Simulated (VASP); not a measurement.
# Os (I4/mmm) in VASP: notebook

Runs on Os. Level: r2SCAN. Tasks: single point.

Everything below comes from runs of VASP 6.6.1. Logs are shortened: lines on timing, memory, paths and dates and some standing lists are left out, and cuts for length are marked.

### Step 1. The cell of the first run

The structure is tetragonal, space group I4/mmm (No. 139). The conventional cell has a = 2.751 Å, b = 2.751 Å, c = 4.085 Å, α = 90.00°, β = 90.00°, γ = 90.00°. Os (site symmetry 4/mmm) has 12 Os at 2.75 to 2.82 Å within 3.6 Å.

### Step 2. Single point, r2SCAN (strain +0.0500 x Voigt [1, 0, 0, 0, 0, 0])

POSCAR

```
Os
1.0
    0.0000000000      1.9450000000      1.9450000000
    2.0422500000      0.0000000000      1.9450000000
    2.0422500000      1.9450000000      0.0000000000
Os
1
Direct
    0.0000000000      0.0000000000      0.0000000000
```

INCAR.step1

```
PREC = Accurate
ENCUT = 520
ISMEAR = 0
SIGMA = 0.15
LREAL = F
LASPH = T
NELM = 100
NBANDS = 10
GGA = PE
ALGO = Normal
EDIFF = 1E-4
LWAVE = T
LCHARG = F
```

INCAR.step2

```
PREC = Accurate
ENCUT = 520
EDIFF = 1E-6
ISMEAR = 0
SIGMA = 0.15
LREAL = F
LASPH = T
NELM = 100
ALGO = Normal
ISIF = 2
LWAVE = F
LCHARG = F
METAGGA = R2SCAN
LMIXTAU = T
NBANDS = 10
ISTART = 1
```

KPOINTS

```
regular mesh
0
Gamma
  20 20 20
```

Potentials or basis: VASP PAW PBE potentials, release 64 (Os).

Run with:

```sh
> cat potpaw_PBE.64/Os/POTCAR > POTCAR
> cp INCAR.step1 INCAR
> mpirun -np 1 vasp_std > vasp.out
> cp INCAR.step2 INCAR
> mpirun -np 1 vasp_std > vasp.out
```

OUTCAR:

```text
PREC = Accurate
   ENCUT = 520
   EDIFF = 1E-6
   ISMEAR = 0
   LREAL = F
   LASPH = T
   NELM = 100
   ISIF = 2
   METAGGA = R2SCAN
   ISTART = 1

 ion  position               nearest neighbor table
   1  0.000  0.000  0.000-

  LATTYP: Found a body centered tetragonal cell.
 ALAT       =     2.7506453788
 C/A-ratio  =     1.4849242405

  Lattice vectors:

 A1 = (   2.0422500000,   0.0000000000,   1.9450000000)
 A2 = (   2.0422500000,   0.0000000000,  -1.9450000000)
 A3 = (  -2.0422500000,   1.9450000000,   0.0000000000)

Analysis of symmetry for initial positions (statically):
=====================================================================
 Subroutine PRICEL returns:
 Original cell was already a primitive cell.

 Routine SETGRP: Setting up the symmetry group for a
 body centered tetragonal supercell.

 Subroutine GETGRP returns: Found 16 space group operations
 (whereof 16 operations were pure point group operations)
 out of a pool of 16 trial point group operations.

The static configuration has the point symmetry D_4h.

Analysis of symmetry for dynamics (positions and initial velocities):
=====================================================================
 Subroutine PRICEL returns:
 Original cell was already a primitive cell.

 Routine SETGRP: Setting up the symmetry group for a
 body centered tetragonal supercell.

 Subroutine GETGRP returns: Found 16 space group operations
 (whereof 16 operations were pure point group operations)
 out of a pool of 16 trial point group operations.

The dynamic configuration has the point symmetry D_4h.

 Subroutine INISYM returns: Found 16 space group operations
 (whereof 16 operations are pure point group operations),
 and found     1 'primitive' translations

----------------------------------------------------------------------------------------

                                     Primitive cell

  volume of cell :      15.4518

  direct lattice vectors                    reciprocal lattice vectors
     0.000000000  1.945000000  1.945000000    -0.244828008  0.257069409  0.257069409
     2.042250000  0.000000000  1.945000000     0.244828008 -0.257069409  0.257069409
     2.042250000  1.945000000  0.000000000     0.244828008  0.257069409 -0.257069409

  length of vectors
     2.750645379  2.820250000  2.820250000     0.438303680  0.438303680  0.438303680

  position of ions in fractional coordinates (direct lattice)
     0.000000000  0.000000000  0.000000000

  ion indices of the primitive-cell ions
   primitive index   ion index
                 1           1

----------------------------------------------------------------------------------------

 KPOINTS: regular mesh

Automatic generation of k-mesh.
 Grid dimensions read from file:
 generate k-points for:   20   20   20

 Generating k-lattice:

  Cartesian coordinates                     Fractional coordinates (reciprocal lattice)
    -0.012241400  0.012853470  0.012853470     0.050000000 -0.000000000 -0.000000000
     0.012241400 -0.012853470  0.012853470     0.000000000  0.050000000  0.000000000
     0.012241400  0.012853470 -0.012853470     0.000000000  0.000000000  0.050000000

  Length of vectors
     0.021915184  0.021915184  0.021915184

  Shift w.r.t. Gamma in fractional coordinates (k-lattice)
     0.000000000  0.000000000  0.000000000

 Subroutine IBZKPT returns following result:
 ===========================================

 Found    641 irreducible k-points:

 Following reciprocal coordinates:
            Coordinates               Weight
  0.000000  0.000000  0.000000      1.000000
  0.050000  0.000000  0.000000      8.000000
  0.100000  0.000000  0.000000      8.000000
  0.150000 -0.000000 -0.000000      8.000000
  0.200000  0.000000  0.000000      8.000000
  0.250000 -0.000000 -0.000000      8.000000
[... 16 lines left out ...]
 -0.400000  0.050000  0.000000     16.000000
 -0.350000  0.050000 -0.000000     16.000000
 [... further k-points ...]
   k-points           NKPTS =    641   k-points in BZ     NKDIM =    641   number of bands    NBANDS=     10
   number of dos      NEDOS =    301   number of ions     NIONS =      1
   total plane-waves  NPLWV =  11520
   dimension x,y,z NGX =    20 NGY =   24 NGZ =   24
   dimension x,y,z NGXF=    40 NGYF=   48 NGZF=   48
   ions per type =               1
   NGX,Y,Z   is equivalent  to a cutoff of  12.09, 14.15, 14.15 a.u.
   NGXF,Y,Z  is equivalent  to a cutoff of  24.18, 28.29, 28.29 a.u.
 SYSTEM =  unknown system
   PREC   = accura    normal or accurate (medium, high low for compatibility)
   ISTART =      1    job   : 0-new  1-cont  2-samecut
   ICHARG =      0    charge: 1-file 2-atom 10-const
   ISPIN  =      1    spin polarized calculation?
   LNONCOLLINEAR =      F non collinear calculations
   LSORBIT =      F    spin-orbit coupling
   LASPH  =      T    aspherical Exc in radial PAW
   ENCUT  =  520.0 eV  38.22 Ry    6.18 a.u.   5.11  5.24  5.24*2*pi/ulx,y,z
[... 61 lines left out ...]
      4       5.2607      2.00000
      5       7.2466      1.99999
      6       8.1220      0.00019
      7      22.7216      0.00000
      8      27.2661      0.00000
      9      28.7535      0.00000
     10      28.7535      0.00000

 k-point     2 :       0.0500    0.0000    0.0000
  band No.  band energies     occupation
      1      -2.5910      2.00000
      2       4.5840      2.00000
      3       5.2259      2.00000
      4       5.3099      2.00000
      5       7.2237      2.00000
      6       8.0789      0.00088
      7      22.9200      0.00000
      8      27.1763      0.00000
      9      28.3967      0.00000
     10      28.9450      0.00000

 k-point     3 :       0.1000    0.0000    0.0000
  band No.  band energies     occupation
      1      -2.2674      2.00000
      2       4.5853      2.00000
      3       5.1745      2.00000
      4       5.4451      2.00000
      5       7.1804      2.00000
      6       7.9696      0.02160
      7      23.4742      0.00000
      8      26.3233      0.00000
      9      28.5091      0.00000
     10      29.5043      0.00000

 k-point     4 :       0.1500   -0.0000   -0.0000
  band No.  band energies     occupation
      1      -1.7593      2.00000
      2       4.4853      2.00000
      3       5.1898      2.00000
      4       5.6232      2.00000
      5       7.1933      2.00000
      6       7.8553      0.22245
      7      24.2141      0.00000
      8      25.0621      0.00000
      9      29.2787      0.00000
     10      30.3857      0.00000

 k-point     5 :       0.2000    0.0000    0.0000
  band No.  band energies     occupation
      1      -1.1239      2.00000
      2       4.3553      2.00000
      3       5.2007      2.00000
      4       5.7617      2.00000
      5       7.3687      1.99924
      6       7.8390      0.28641
      7      23.5821      0.00000
      8      25.0744      0.00000
      9      30.3668      0.00000
     10      31.5005      0.00000

 k-point     6 :       0.2500   -0.0000   -0.0000
  band No.  band energies     occupation
      1      -0.4632      2.00000
      2       4.3601      2.00000
      3       5.1212      2.00000
      4       5.7740      2.00000
      5       7.7568      0.77113
      6       8.0182      0.00586
      7      22.2332      0.00000
      8      25.2080      0.00000
      9      31.5412      0.00000
     10      32.4587      0.00000
[... 183 lines left out ...]
 k-point    21 :       0.5000    0.0500   -0.0000
  band No.  band energies     occupation
      1       0.6545      2.00000
      2       4.5795      2.00000
      3       5.1453      2.00000
      4       7.1366      2.00000
      5       9.8771      0.00000
      6      10.2161      0.00000
      7      15.9528      0.00000
      8      22.4251      0.00000
      9      27.5858      0.00000
     10      28.3930      0.00000

 k-point    22 :      -0.4500    0.0500    0.0000
  band No.  band energies     occupation
      1       0.6539      2.00000
      2       4.5795      2.00000
      3       5.1667      2.00000
      4       7.0454      2.00000
      5       9.7343      0.00000
      6      10.1994      0.00000
      7      16.1545      0.00000
      8      22.4726      0.00000
      9      27.7471      0.00000
     10      28.4455      0.00000

 k-point    23 :      -0.4000    0.0500    0.0000
  band No.  band energies     occupation
      1       0.6377      2.00000
      2       4.6460      2.00000
      3       5.2589      2.00000
      4       6.3716      2.00000
      5       9.3332      0.00000
      6       9.9114      0.00000
      7      17.2510      0.00000
      8      22.8045      0.00000
      9      28.2571      0.00000
     10      29.2173      0.00000

 k-point    24 :      -0.3500    0.0500   -0.0000
  band No.  band energies     occupation
      1       0.5519      2.00000
      2       4.7725      2.00000
      3       5.3971      2.00000
      4       5.4907      2.00000
      5       8.7734      0.00000
      6       9.4766      0.00000
      7      18.7890      0.00000
      8      23.4317      0.00000
      9      29.0665      0.00000
     10      30.5661      0.00000

 [... further k-points ...]

------------------------ aborting loop because EDIFF is reached ----------------------------------------

  FORCE on cell =-STRESS in cart. coord.  units (eV):
  Direction    XX          YY          ZZ          XY          YZ          ZX
  --------------------------------------------------------------------------------------
  -------------------------------------------------------------------------------------
  Total       -3.8404338     -2.5289213     -2.5289213     -0.0000000      0.0000000     -0.0000000
  in kB     -398.2105406   -262.2211861   -262.2211861     -0.0000000      0.0000000     -0.0000000
  external PRESSURE =    -307.5509709 kB  Pullay stress =       0.0000000 kB

 VOLUME and BASIS-vectors are now :
 -----------------------------------------------------------------------------
  energy-cutoff  :      520.00
  volume of cell :       15.45
      direct lattice vectors                 reciprocal lattice vectors
     0.000000000  1.945000000  1.945000000    -0.244828008  0.257069409  0.257069409
     2.042250000  0.000000000  1.945000000     0.244828008 -0.257069409  0.257069409
     2.042250000  1.945000000  0.000000000     0.244828008  0.257069409 -0.257069409

 POSITION                                       TOTAL-FORCE (eV/Angst)
 -----------------------------------------------------------------------------------
      0.00000      0.00000      0.00000         0.000000      0.000000      0.000000
 -----------------------------------------------------------------------------------
    total drift:                                0.000000     -0.000000     -0.000000

  FREE ENERGIE OF THE ION-ELECTRON SYSTEM (eV)
  ---------------------------------------------------
  free  energy   TOTEN  =       -52.6921941806 eV

  energy  without entropy=      -52.6813842499  energy(sigma->0) =      -52.68678922
```

Wall time 3.7 min (1 thread of Oxide Virtual Turin-like, shared host); peak memory 0.19 GiB.

Results:

```yaml
Free_energy: -52.6922 eV
Pressure: -30.8 GPa
Band_gap_on_the_k_mesh: zero (bands 4 and 5 overlap by 3.93 eV)
```

Stress tensor (GPa, compression positive):
```
-39.82   0.00   0.00
  0.00 -26.22   0.00
  0.00   0.00 -26.22
```

Caveat: the cell differs from its parent crystal (strain +0.0500 x Voigt [1, 0, 0, 0, 0, 0]); the stress differs along the axes, from -40 to -26 GPa; the PAW data sets were made with another functional, which shifts forces and pressure a little; spin-orbit coupling is left out, which moves the levels of the heavy elements.

### Step 3. Single point, r2SCAN (strain +0.0750 x Voigt [1, 0, 0, 0, 0, 0])

POSCAR

```
Os
1.0
    0.0000000000      1.9450000000      1.9450000000
    2.0908750000      0.0000000000      1.9450000000
    2.0908750000      1.9450000000      0.0000000000
Os
1
Direct
    0.0000000000      0.0000000000      0.0000000000
```

INCAR.step1

```
SYSTEM = Os
ALGO     = Normal         ! electronic algorithm
EDIFF    = 1E-4           ! SCF threshold, eV
ENCUT    = 520            ! plane-wave cutoff, eV
GGA      = PE             ! functional
ISMEAR   = 0              ! smearing method
LASPH    = .TRUE.         ! aspherical terms in the spheres
LCHARG   = .FALSE.        ! write CHGCAR
LREAL    = .FALSE.        ! projectors in reciprocal space
LWAVE    = .TRUE.         ! write WAVECAR
NBANDS   = 10             ! bands
NELM     = 60             ! most SCF steps
PREC     = Accurate       ! precision mode
SIGMA    = 0.15           ! smearing width, eV
```

INCAR.step2

```
SYSTEM = Os
ALGO     = Normal         ! electronic algorithm
EDIFF    = 1E-7           ! SCF threshold, eV
ENCUT    = 520            ! plane-wave cutoff, eV
ISIF     = 2              ! what is computed and relaxed
ISMEAR   = 0              ! smearing method
ISTART   = 1            
LASPH    = .TRUE.         ! aspherical terms in the spheres
LCHARG   = .FALSE.        ! write CHGCAR
LMIXTAU  = .TRUE.       
LREAL    = .FALSE.        ! projectors in reciprocal space
LWAVE    = .FALSE.        ! write WAVECAR
METAGGA  = R2SCAN         ! meta-GGA
NBANDS   = 10             ! bands
NELM     = 60             ! most SCF steps
PREC     = Accurate       ! precision mode
SIGMA    = 0.15           ! smearing width, eV
```

KPOINTS

```
k-points
0
G
  20 20 20
  0 0 0
```

Potentials or basis: VASP PAW PBE potentials, release 64 (Os).

Run with:

```sh
> cat potpaw_PBE.64/Os/POTCAR > POTCAR
> cp INCAR.step1 INCAR
> mpirun -np 1 vasp_std > vasp.out
> cp INCAR.step2 INCAR
> mpirun -np 1 vasp_std > vasp.out
```

Run time: 5.3 min. Hardware: 1 thread of Oxide Virtual Turin-like, shared host; peak memory 0.2 GiB.

It converged, with:

```yaml
Free_energy: -52.5898 eV
Pressure: -36.1 GPa
Band_gap_on_the_k_mesh: zero (bands 4 and 5 overlap by 3.71 eV)
```

Stress tensor (GPa, compression positive):
```
-49.28   0.00   0.00
  0.00 -29.50   0.00
  0.00   0.00 -29.50
```

Levels at points of the mesh, in eV from the Fermi level:
| k point | band 2 | band 3 | band 4 | band 5 | band 6 | band 7 |
| --- | --- | --- | --- | --- | --- | --- |
| (0.00, 0.00, 0.00) | -3.26 | -2.25 | -2.25 | -0.70 | 0.57 | 15.05 |
| (0.50, 0.00, 0.00) | -3.23 | -2.26 | -0.17 | 1.82 | 2.25 | 7.97 |
| (0.50, 0.50, 0.00) | -6.03 | 1.86 | 2.16 | 2.67 | 3.12 | 11.33 |
| (0.00, 0.50, 0.50) | -6.04 | 1.21 | 2.07 | 2.58 | 2.58 | 9.73 |

Caveat: the cell differs from its parent crystal (strain +0.0750 x Voigt [1, 0, 0, 0, 0, 0]); the stress differs along the axes, from -49 to -29 GPa; the PAW data sets were made with another functional, which shifts forces and pressure a little; spin-orbit coupling is left out, which moves the levels of the heavy elements.

### Step 4. Single point, r2SCAN (strain +0.0875 x Voigt [1, 0, 0, 0, 0, 0])

POSCAR

```
Os
1.0
    0.0000000000      1.9450000000      1.9450000000
    2.1151875000      0.0000000000      1.9450000000
    2.1151875000      1.9450000000      0.0000000000
Os
1
Direct
    0.0000000000      0.0000000000      0.0000000000
```

INCAR.step1

```
SYSTEM = Os
PREC = Accurate ; ENCUT = 520
ISMEAR = 0 ; SIGMA = 0.15
LREAL = .False. ; LASPH = .True.
NELM = 80 ; NBANDS = 10
GGA = PE ; ALGO = Normal
EDIFF = 1E-4 ; LWAVE = .True.
LCHARG = .False.
```

INCAR.step2

```
SYSTEM = Os
PREC = Accurate ; ENCUT = 520
EDIFF = 1E-6 ; ISMEAR = 0
SIGMA = 0.15 ; LREAL = .False.
LASPH = .True. ; NELM = 80
ALGO = Normal ; ISIF = 2
LWAVE = .False. ; LCHARG = .True.
METAGGA = R2SCAN ; LMIXTAU = .True.
LELF = .True. ; LVHAR = .True.
NBANDS = 10 ; ISTART = 1
```

KPOINTS

```
regular mesh
0
Gamma
  20 20 20
  0 0 0
```

Run with:

```sh
> cat potpaw_PBE.64/Os/POTCAR > POTCAR
> cp INCAR.step1 INCAR
> mpirun -np 1 vasp_std > vasp.out
> cp INCAR.step2 INCAR
> mpirun -np 1 vasp_std > vasp.out
```

Run time: 5.6 min. Hardware: 1 thread of Oxide Virtual Turin-like, shared host; peak memory 0.19 GiB.

Results (log left out):

```
Free energy            : -52.5309 eV
Pressure               : -38.4 GPa
Band gap on the k mesh : zero (bands 4 and 5 overlap by 3.52 eV)
```

Stress tensor (GPa, compression positive):
```
-53.40   0.00   0.00
  0.00 -30.83   0.00
  0.00   0.00 -30.83
```

Levels at points of the mesh, in eV from the Fermi level:
| k point | band 2 | band 3 | band 4 | band 5 | band 6 | band 7 |
| --- | --- | --- | --- | --- | --- | --- |
| (0.00, 0.00, 0.00) | -3.30 | -2.15 | -2.15 | -0.81 | 0.65 | 15.07 |
| (0.50, 0.00, 0.00) | -3.25 | -2.15 | -0.15 | 1.75 | 2.23 | 7.86 |
| (0.50, 0.50, 0.00) | -5.92 | 1.78 | 2.03 | 2.73 | 3.13 | 11.17 |
| (0.00, 0.50, 0.50) | -5.94 | 1.06 | 2.05 | 2.52 | 2.52 | 9.38 |

Caveat: the cell differs from its parent crystal (strain +0.0875 x Voigt [1, 0, 0, 0, 0, 0]); the stress differs along the axes, from -53 to -31 GPa; the PAW data sets were made with another functional, which shifts forces and pressure a little; spin-orbit coupling is left out, which moves the levels of the heavy elements.

### Step 5. Summary

| cell | gap on the mesh (eV) | pressure (GPa) |
| --- | --- | --- |
| a = 2.751, b = 2.820, c = 2.820 Å, angles 58.4, 60.8, 60.8°, 1 atom | none | -30.8 |
| a = 2.751, b = 2.856, c = 2.856 Å, angles 57.6, 61.2, 61.2°, 1 atom | none | -36.1 |
| a = 2.751, b = 2.874, c = 2.874 Å, angles 57.2, 61.4, 61.4°, 1 atom | none | -38.4 |

Alike in all rows: task single point; level r2SCAN; potentials or basis VASP PAW PBE potentials, release 64 (Os); no spin polarisation; k mesh 20 × 20 × 20; cutoff (eV) 520; smearing gaussian 0.15 eV.

Caveats: the PAW data sets were made with another functional, which shifts forces and pressure a little; spin-orbit coupling is left out, which moves the levels of the heavy elements; the stress differs along the axes, from -40 to -26 GPa (at least some runs); the stress differs along the axes, from -49 to -29 GPa (at least some runs); the stress differs along the axes, from -53 to -31 GPa (at least some runs).

Total energies depend on the potentials used, so only differences within one code and one set of settings carry meaning.
